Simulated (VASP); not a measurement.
# Si3H2C2 in VASP: notebook

The runs below take Si3H2C2 through single point, with LDA.

Everything below comes from runs of VASP 6.6.1. Logs are shortened: lines on timing, memory, paths and dates and some standing lists are left out, and cuts for length are marked.

## 1. The cell of the first run

The cell holds a slab with vacuum, 28 atoms: a = 6.122 Å, b = 6.122 Å, c = 18.034 Å, α = 90.00°, β = 90.00°, γ = 90.00°.

## 2. Single point, LDA

Input file INCAR:

```
SYSTEM = Si3H2C2
PREC     = Accurate       ! precision mode
ENCUT    = 520            ! plane-wave cutoff, eV
EDIFF    = 1E-6           ! SCF threshold, eV
ISMEAR   = 0              ! smearing method
SIGMA    = 0.05           ! smearing width, eV
LREAL    = Auto         
LASPH    = .True.         ! aspherical terms in the spheres
NELM     = 80             ! most SCF steps
ALGO     = Normal         ! electronic algorithm
ISIF     = 2              ! what is computed and relaxed
LWAVE    = .False.        ! write WAVECAR
LCHARG   = .True.         ! write CHGCAR
LDIPOL   = .True.       
IDIPOL   = 3            
DIPOL    = 0.5 0.5 0.333
GGA      = CA             ! functional
LELF     = .True.         ! ELF
LVHAR    = .True.       
LVACPOTAV= .True.       
NBANDS   = 64             ! bands
```

Input file KPOINTS:

```
regular mesh
0
Gamma
  4 4 1
  0 0 0
```

Input file POSCAR:

```
Si3H2C2
1.0
    6.1223116280      0.0000000000      0.0000000000
    0.0000000000      6.1223116280      0.0000000000
    0.0000000000      0.0000000000     18.0336064671
Si C H
12 8 8
Direct
    0.2500000000      0.2500000000      0.2691906584
    0.2500000000      0.7500000000      0.2691906584
    0.7500000000      0.2500000000      0.2691906584
    0.7500000000      0.7500000000      0.2691906584
    0.5042445826      0.4999979688      0.3864802848
    0.5042445826      0.0000020312      0.3864802848
   -0.0042449303      0.4999978751      0.3864804287
   -0.0042449303      0.0000021249      0.3864804287
    0.7500000769      0.7500000000      0.5110775296
    0.7500001731      0.2500000000      0.5110783382
    0.2499999404      0.7500000000      0.4887662592
    0.2500001330      0.2500000000      0.4887662592
    0.7500000000      0.5000000000      0.3292053881
    0.7500000000      0.0000000000      0.3292053881
    0.2500000000      0.5000000000      0.3292053881
    0.2500000000      0.0000000000      0.3292053881
   -0.0120223343      0.7500000000      0.4409217242
   -0.0120393189      0.2500000000      0.4409227551
    0.5120218692      0.7500000000      0.4409218062
    0.5120392705      0.2500000000      0.4409228307
    0.1018236707      0.2500000000      0.2043633518
    0.3981348503      0.2500000000      0.2043580857
    0.3981348503      0.7500000000      0.2043580857
    0.1018236707      0.7500000000      0.2043633518
    0.6018651497      0.2500000000      0.2043580857
    0.8981763293      0.2500000000      0.2043633518
    0.8981763293      0.7500000000      0.2043633518
    0.6018651497      0.7500000000      0.2043580857
```

Potentials or basis: VASP PAW LDA potentials, release 64 (Si, C, H).

Started as:

```
$ cat potpaw_LDA.64/Si/POTCAR potpaw_LDA.64/C/POTCAR potpaw_LDA.64/H/POTCAR > POTCAR
$ mpirun -np 1 vasp_std > vasp.out
```

OUTCAR:

```text
SYSTEM = Si3H2C2
   PREC = Accurate
   ENCUT = 520
   EDIFF = 1E-6
   ISMEAR = 0
   LREAL = Auto
   LASPH = .True.
   NELM = 80
   ISIF = 2
   GGA = CA

 ion  position               nearest neighbor table
   1  0.250  0.250  0.269-  22 1.48  21 1.48  15 1.87  16 1.87   5 3.04   6 3.04   7 3.04   8 3.04
                             2 3.06   3 3.06   2 3.06   3 3.06
   2  0.250  0.750  0.269-  23 1.48  24 1.48  15 1.87  16 1.87   5 3.04   6 3.04   7 3.04   8 3.04
                             1 3.06   4 3.06   1 3.06   4 3.06
   3  0.750  0.250  0.269-  25 1.48  26 1.48  13 1.87  14 1.87   5 3.01   6 3.01   7 3.01   8 3.01
                             1 3.06   4 3.06   4 3.06   1 3.06
   4  0.750  0.750  0.269-  28 1.48  27 1.48  13 1.87  14 1.87   5 3.01   6 3.01   7 3.01   8 3.01
                             2 3.06   3 3.06   3 3.06   2 3.06
   5  0.504  0.500  0.386-  20 1.82  19 1.82  13 1.82  15 1.87  12 2.86  11 2.86   7 3.01   3 3.01
                             4 3.01   1 3.04   2 3.04   6 3.06   6 3.06  10 3.11   9 3.11   7 3.11
   6  0.504  0.000  0.386-  20 1.82  19 1.82  14 1.82  16 1.87  12 2.86  11 2.86   8 3.01   3 3.01
                             4 3.01   1 3.04   2 3.04   5 3.06   5 3.06  10 3.11   9 3.11   8 3.11
   7  0.996  0.500  0.386-  18 1.82  17 1.82  13 1.82  15 1.87  12 2.86  11 2.86   5 3.01   3 3.01
                             4 3.01   1 3.04   2 3.04   8 3.06   8 3.06  10 3.11   9 3.11   5 3.11
   8  0.996  0.000  0.386-  18 1.82  17 1.82  14 1.82  16 1.87  12 2.86  11 2.86   6 3.01   3 3.01
                             4 3.01   1 3.04   2 3.04   7 3.06   7 3.06  10 3.11   9 3.11   6 3.11
   9  0.750  0.750  0.511-  17 1.93  19 1.93  10 3.06  10 3.06  11 3.09  11 3.09   7 3.11   8 3.11
[... 9 lines left out ...]
  15  0.250  0.500  0.329-   5 1.87   7 1.87   1 1.87   2 1.87
  16  0.250  0.000  0.329-   6 1.87   8 1.87   1 1.87   2 1.87
  17  0.988  0.750  0.441-   7 1.82   8 1.82  11 1.82   9 1.93
  18  0.988  0.250  0.441-   7 1.82   8 1.82  12 1.82  10 1.93
  19  0.512  0.750  0.441-   5 1.82   6 1.82  11 1.82   9 1.93
  20  0.512  0.250  0.441-   5 1.82   6 1.82  12 1.82  10 1.93
  21  0.102  0.250  0.204-   1 1.48
  22  0.398  0.250  0.204-   1 1.48
  23  0.398  0.750  0.204-   2 1.48
  24  0.102  0.750  0.204-   2 1.48
  25  0.602  0.250  0.204-   3 1.48
  26  0.898  0.250  0.204-   3 1.48
  27  0.898  0.750  0.204-   4 1.48
  28  0.602  0.750  0.204-   4 1.48

  LATTYP: Found a simple tetragonal cell.
 ALAT       =     6.1223116280
 C/A-ratio  =     2.9455551372

  Lattice vectors:

 A1 = (   6.1223116280,   0.0000000000,   0.0000000000)
 A2 = (   0.0000000000,   6.1223116280,   0.0000000000)
 A3 = (   0.0000000000,   0.0000000000,  18.0336064671)

Analysis of symmetry for initial positions (statically):
=====================================================================
 Subroutine PRICEL returns:
 Original cell was already a primitive cell.

 Routine SETGRP: Setting up the symmetry group for a
 simple tetragonal supercell.

 Subroutine GETGRP returns: Found  2 space group operations
 (whereof  1 operations were pure point group operations)
 out of a pool of 16 trial point group operations.

The static configuration has the point symmetry C_1 .
 The point group associated with its full space group is C_1h.

Analysis of symmetry for dynamics (positions and initial velocities):
=====================================================================
 Subroutine PRICEL returns:
 Original cell was already a primitive cell.

 Routine SETGRP: Setting up the symmetry group for a
 simple tetragonal supercell.

 Subroutine GETGRP returns: Found  2 space group operations
 (whereof  1 operations were pure point group operations)
 out of a pool of 16 trial point group operations.

The dynamic configuration has the point symmetry C_1 .
 The point group associated with its full space group is C_1h.

 Subroutine INISYM returns: Found  2 space group operations
 (whereof  1 operations are pure point group operations),
 and found     1 'primitive' translations

----------------------------------------------------------------------------------------

                                     Primitive cell

  volume of cell :     675.9483

  direct lattice vectors                    reciprocal lattice vectors
     6.122311628  0.000000000  0.000000000     0.163336998  0.000000000  0.000000000
     0.000000000  6.122311628  0.000000000     0.000000000  0.163336998  0.000000000
     0.000000000  0.000000000 18.033606467     0.000000000  0.000000000  0.055452025

  length of vectors
     6.122311628  6.122311628 18.033606467     0.163336998  0.163336998  0.055452025

  position of ions in fractional coordinates (direct lattice)
     0.250000000  0.250000000  0.269190658
     0.250000000  0.750000000  0.269190658
     0.750000000  0.250000000  0.269190658
     0.750000000  0.750000000  0.269190658
     0.504244583  0.499997969  0.386480285
     0.504244583  0.000002031  0.386480285
[... 20 lines left out ...]
     0.898176329  0.750000000  0.204363352
     0.601865150  0.750000000  0.204358086

  ion indices of the primitive-cell ions
   primitive index   ion index
                 1           1
                 2           2
                 3           3
                 4           4
                 5           5
                 6           6
[... 20 lines left out ...]
                27          27
                28          28

----------------------------------------------------------------------------------------

 KPOINTS: regular mesh

Automatic generation of k-mesh.
 Grid dimensions read from file:
 generate k-points for:    4    4    1

 Generating k-lattice:

  Cartesian coordinates                     Fractional coordinates (reciprocal lattice)
     0.040834249  0.000000000  0.000000000     0.250000000  0.000000000  0.000000000
     0.000000000  0.040834249  0.000000000     0.000000000  0.250000000  0.000000000
     0.000000000  0.000000000  0.055452025     0.000000000  0.000000000  1.000000000

  Length of vectors
     0.040834249  0.040834249  0.055452025

  Shift w.r.t. Gamma in fractional coordinates (k-lattice)
     0.000000000  0.000000000  0.000000000

 Subroutine IBZKPT returns following result:
 ===========================================

 Found      9 irreducible k-points:

 Following reciprocal coordinates:
            Coordinates               Weight
  0.000000  0.000000  0.000000      1.000000
  0.250000  0.000000  0.000000      2.000000
  0.000000  0.250000  0.000000      2.000000
  0.500000  0.000000  0.000000      1.000000
  0.000000  0.500000  0.000000      1.000000
  0.250000  0.250000  0.000000      4.000000
  0.500000  0.250000  0.000000      2.000000
 -0.250000  0.500000  0.000000      2.000000
  0.500000  0.500000  0.000000      1.000000
   k-points           NKPTS =      9   k-points in BZ     NKDIM =      9   number of bands    NBANDS=     64
   number of dos      NEDOS =    301   number of ions     NIONS =     28
   total plane-waves  NPLWV = 322560
   dimension x,y,z NGX =    48 NGY =   48 NGZ =  140
   dimension x,y,z NGXF=    96 NGYF=   96 NGZF=  280
   ions per type =              12   8   8
   NGX,Y,Z   is equivalent  to a cutoff of  13.03, 13.03, 12.91 a.u.
   NGXF,Y,Z  is equivalent  to a cutoff of  26.07, 26.07, 25.81 a.u.
 SYSTEM =  Si3H2C2
   PREC   = accura    normal or accurate (medium, high low for compatibility)
   ISTART =      0    job   : 0-new  1-cont  2-samecut
   ICHARG =      2    charge: 1-file 2-atom 10-const
   ISPIN  =      1    spin polarized calculation?
   LNONCOLLINEAR =      F non collinear calculations
   LSORBIT =      F    spin-orbit coupling
   LASPH  =      T    aspherical Exc in radial PAW
   ENCUT  =  520.0 eV  38.22 Ry    6.18 a.u.  11.38 11.38 33.53*2*pi/ulx,y,z
   NELM   =     80;   NELMIN=  2; NELMDL= -5     # of ELM steps
   EDIFF  = 0.1E-05   stopping-criterion for ELM
   LREAL  =      T    real-space projection
   EDIFFG = 0.1E-04   stopping-criterion for IOM
   NSW    =      0    number of steps for IOM
   IBRION =     -1    ionic relax: 0-MD 1-quasi-New 2-CG
   NFREE  =      0    steps in history (QN), initial steepest desc. (CG)
   ISIF   =      2    stress and relaxation
   ISYM   =      2    0-nonsym 1-usesym 2-fastsym
   POTIM  = 0.5000    time-step for ionic-motion
   TEBEG  =    0.0;   TEEND  =   0.0 temperature during run
   PSTRESS=    0.0 pullay stress
   NELECT =      88.0000    total number of electrons
   NUPDOWN=      -1.0000    fix difference up-down
   EMIN   =  10.00;   EMAX   =-10.00  energy-range for DOS
   EFERMI =   0.00;   METHOD = LEGACY
   ISMEAR =     0;   SIGMA  =   0.05  broadening in eV -4-tet -1-fermi 0-gaus
   EFERMI_NEDOS =   21; number of points for ismear=-14 and -15
   IALGO  =     38    algorithm
   IMIX   =      4    mixing-type and parameters
     AMIX     =   0.40;   BMIX     =  1.00
     AMIX_MAG =   1.60;   BMIX_MAG =  1.00
  volume/ion in A,a.u.               =      24.14       162.91
  Fermi-wavevector in a.u.,A,eV,Ry     =   0.829719  1.567942  9.366717  0.688434
  Thomas-Fermi vector in A             =   1.942314
   LORBIT       =      0    0 simple, 1 ext, 2 COOP (PROOUT), +10 PAW based schemes
   GGA     = CA    functional components
   LHFCALC =     F    Hartree Fock is set to
   AEXX    =    0.0000 exact exchange contribution
   IVDW    =     0    specifies the selected vdW correction
   LEPSILON=     F    determine dielectric tensor
   LRPA    =     F    only Hartree local field effects (RPA)
 non-spin polarized calculation
 Gauss-broadening in eV      SIGMA  =   0.05
  energy-cutoff  :      520.00
  volume of cell :      675.95
 maximum number of plane-waves:     18238
 NGX is ok and might be reduce to    48
   NGX = 23   NGY = 23   NGZ = 67

 dipolmoment           0.000000      0.000000     -0.000565 electrons x Angstroem

 number of electron      88.0000003 magnetization

 dipolmoment           0.000000      0.000000      0.489750 electrons x Angstroem

 Free energy of the ion-electron system (eV)
  ---------------------------------------------------
  ext. energy  EPLUGINS =         0.00000000
  ---------------------------------------------------
  free energy    TOTEN  =      -168.85043731 eV

  energy without entropy =     -168.83814545  energy(sigma->0) =     -168.84429138

 E-fermi :   0.5897     XC(G=0):  -5.1269

 val. band max:        0.5896799063   @ k =   0.2500   0.2500   0.0000
 cond. band min:       0.6021207029   @ k =   0.0000   0.2500   0.0000
 fundamental gap:      0.0124407967
 Fermi energy:         0.5897473124

 k-point     1 :       0.0000    0.0000    0.0000
  band No.  band energies     occupation
      1     -16.0918      2.00000
      2     -13.7511      2.00000
      3     -13.4561      2.00000
      4     -13.4250      2.00000
      5     -13.1851      2.00000
      6     -12.9681      2.00000
[... 520 lines left out ...]
     55       3.8002      0.00000
     56       3.8002      0.00000
 [bands above 56 left out]

------------------------ aborting loop because EDIFF is reached ----------------------------------------

  FORCE on cell =-STRESS in cart. coord.  units (eV):
  Direction    XX          YY          ZZ          XY          YZ          ZX
  --------------------------------------------------------------------------------------
  -------------------------------------------------------------------------------------
  Total       45.0604620    -10.6679299     11.4773922      0.0000000      0.0000000      0.0000221
  in kB      106.8052919    -25.2858341     27.2044753      0.0000000      0.0000000      0.0000525
  external PRESSURE =      36.2413110 kB  Pullay stress =       0.0000000 kB

 VOLUME and BASIS-vectors are now :
 -----------------------------------------------------------------------------
  energy-cutoff  :      520.00
  volume of cell :      675.95
      direct lattice vectors                 reciprocal lattice vectors
     6.122311628  0.000000000  0.000000000     0.163336998  0.000000000  0.000000000
     0.000000000  6.122311628  0.000000000     0.000000000  0.163336998  0.000000000
     0.000000000  0.000000000 18.033606467     0.000000000  0.000000000  0.055452025

 POSITION                                       TOTAL-FORCE (eV/Angst)
 -----------------------------------------------------------------------------------
      1.53058      1.53058      4.85448         0.000971      0.000000      0.985614
      1.53058      4.59173      4.85448         0.000971      0.000000      0.985777
      4.59173      1.53058      4.85448        -0.000956      0.000000      1.033912
      4.59173      4.59173      4.85448        -0.000954      0.000000      1.033892
      3.08714      3.06114      6.96963         0.012212      0.000267     -0.004579
      3.08714      0.00001      6.96963         0.012212     -0.000267     -0.004579
[... 20 lines left out ...]
      5.49892      4.59173      3.68541        -0.003560      0.000000     -0.036133
      3.68481      4.59173      3.68531         0.002059      0.000000     -0.036689
 -----------------------------------------------------------------------------------
    total drift:                               -0.000005     -0.000000     -0.062057

  FREE ENERGIE OF THE ION-ELECTRON SYSTEM (eV)
  ---------------------------------------------------
  free  energy   TOTEN  =      -168.8504373061 eV

  energy  without entropy=     -168.8381454548  energy(sigma->0) =     -168.84429138

 vacuum level on the upper side and lower side of the slab         6.185         3.821
```

Wall time 11 min (1 thread of AMD EPYC 9R45 (Zen 5), shared host); peak memory 0.61 GiB.

Results:

```yaml
Free_energy: -168.8504 eV
Largest_force: 2.914 eV/Å
Band_gap_on_the_k_mesh: zero (band 44 reaches 1.32 eV, above the bottom of band 45 at 0.20 eV)
```

Forces on the atoms (eV/Å):
```
Si   0.001  0.000  0.986
Si   0.001  0.000  0.986
Si  -0.001  0.000  1.034
Si  -0.001  0.000  1.034
Si   0.012  0.000 -0.005
Si   0.012  0.000 -0.005
Si  -0.012  0.000 -0.005
Si  -0.012  0.000 -0.005
Si   0.000  0.000 -0.002
Si   0.000  0.000 -0.002
Si   0.000  0.000  2.704
Si   0.000  0.000  2.703
C    0.000  0.000 -2.914
C    0.000  0.000 -2.914
C    0.000  0.000 -1.737
C    0.000  0.000 -1.737
C   -0.003  0.000  0.014
C   -0.001  0.000  0.014
C    0.003  0.000  0.014
C    0.001  0.000  0.014
H   -0.017  0.000 -0.008
H    0.018  0.000 -0.008
H    0.018  0.000 -0.008
H   -0.017  0.000 -0.008
H    0.002  0.000 -0.037
H   -0.004  0.000 -0.036
H   -0.004  0.000 -0.036
H    0.002  0.000 -0.037
```

Levels at points of the mesh, in eV from the Fermi level:
| k point | band 41 | band 42 | band 43 | band 44 | band 45 | band 46 | band 47 | band 48 |
| --- | --- | --- | --- | --- | --- | --- | --- | --- |
| (0.00, 0.00, 0.00) | -0.98 | -0.65 | -0.35 | -0.14 | 0.47 | 0.80 | 0.95 | 0.98 |
| (0.50, 0.00, 0.00) | -1.45 | -1.14 | -0.94 | -0.73 | -0.34 | 0.34 | 1.45 | 1.52 |
| (0.00, 0.50, 0.00) | -0.81 | -0.81 | 0.73 | 0.73 | 0.91 | 0.91 | 1.02 | 1.02 |
| (0.50, 0.50, 0.00) | -1.45 | -1.45 | -0.67 | -0.67 | 1.44 | 1.44 | 1.50 | 1.50 |

## 3. Single point, LDA

Input file INCAR:

```
ALGO = Normal
DIPOL = 0.5 0.5 0.337
EDIFF = 1E-6
ENCUT = 520
GGA = CA
IDIPOL = 3
ISIF = 2
ISMEAR = 0
LASPH = True
LCHARG = False
LDIPOL = True
LREAL = Auto
LWAVE = False
NBANDS = 64
NELM = 60
PREC = Accurate
SIGMA = 0.05
```

Input file KPOINTS:

```
k-points
0
Gamma
  4 4 1
```

Input file POSCAR:

```
Si3H2C2
1.0
    6.1223116280      0.0000000000      0.0000000000
    0.0000000000      6.1223116280      0.0000000000
    0.0000000000      0.0000000000     18.0336064671
Si C H
12 8 8
Direct
    0.2500000000      0.2500000000      0.2691906584
    0.2500000000      0.7500000000      0.2691906584
    0.7500000000      0.2500000000      0.2691906584
    0.7500000000      0.7500000000      0.2691906584
    0.5010101970      0.5090169413      0.3905230426
    0.5010101970     -0.0090169413      0.3905230426
   -0.0010102539      0.5090168458      0.3905229808
   -0.0010102539     -0.0090168458      0.3905229808
    0.7500003241      0.7500000000      0.5116065870
    0.7500011293      0.2500000000      0.5126258554
    0.2499992675      0.7500000000      0.5342369198
    0.2499999236      0.2500000000      0.4887662592
    0.7500000000      0.5000000000      0.3292053881
    0.7500000000      0.0000000000      0.3292053881
    0.2500000000      0.5000000000      0.3292053881
    0.2500000000      0.0000000000      0.3292053881
    0.0045144604      0.7500000000      0.4520001872
   -0.0114666967      0.2500000000      0.4422853839
    0.4954852099      0.7500000000      0.4520004950
    0.5114673078      0.2500000000      0.4422858317
    0.1018236707      0.2500000000      0.2043633518
    0.3981348503      0.2500000000      0.2043580857
    0.3981348503      0.7500000000      0.2043580857
    0.1018236707      0.7500000000      0.2043633518
    0.6018651497      0.2500000000      0.2043580857
    0.8981763293      0.2500000000      0.2043633518
    0.8981763293      0.7500000000      0.2043633518
    0.6018651497      0.7500000000      0.2043580857
```

Potentials or basis: VASP PAW LDA potentials, release 64 (Si, C, H).

Started as:

```
$ cat potpaw_LDA.64/Si/POTCAR potpaw_LDA.64/C/POTCAR potpaw_LDA.64/H/POTCAR > POTCAR
$ mpirun -np 1 vasp_std > vasp.out
```

It took 10 min on 1 thread of AMD EPYC 9R45 (Zen 5), shared host; peak memory 0.61 GiB.

Results (log left out):

| Quantity | Value |
| --- | --- |
| Free energy | -168.7376 eV |
| Largest force | 3.096 eV/Å |
| Band gap on the k mesh | zero (band 44 reaches 1.38 eV, above the bottom of band 45 at 0.23 eV) |

Forces in eV/Å, atoms in the order of the input:
```
Si   0.001  0.000  1.225
Si   0.001  0.000  1.127
Si  -0.001  0.000  1.299
Si  -0.001  0.000  1.082
Si   0.000 -0.014 -0.004
Si   0.000  0.014 -0.004
Si   0.000 -0.014 -0.004
Si   0.000  0.014 -0.004
Si   0.000  0.000  0.012
Si   0.000  0.000  0.024
Si   0.000  0.000 -2.501
Si   0.000  0.000  3.096
C    0.000  0.506 -1.490
C    0.000 -0.506 -1.490
C    0.000  0.190 -1.228
C    0.000 -0.190 -1.228
C    0.022  0.000  0.023
C   -0.012  0.000  0.020
C   -0.022  0.000  0.023
C    0.012  0.000  0.020
H    0.028  0.000  0.015
H   -0.026  0.000  0.014
H    0.015  0.000 -0.010
H   -0.014  0.000 -0.010
H    0.018  0.000  0.031
H   -0.019  0.000  0.031
H   -0.001  0.000 -0.036
H   -0.001  0.000 -0.037
```

Levels at points of the mesh, in eV from the Fermi level:
| k point | band 42 | band 43 | band 44 | band 45 | band 46 | band 47 |
| --- | --- | --- | --- | --- | --- | --- |
| (0.00, 0.00, 0.00) | -0.71 | -0.14 | -0.13 | -0.03 | 0.88 | 1.03 |
| (0.50, 0.00, 0.00) | -1.23 | -0.95 | -0.76 | -0.07 | -0.02 | 1.42 |
| (0.00, 0.50, 0.00) | -0.99 | 0.80 | 0.80 | 0.90 | 0.98 | 0.98 |
| (0.50, 0.50, 0.00) | -1.33 | -1.03 | -0.85 | 1.16 | 1.57 | 1.71 |
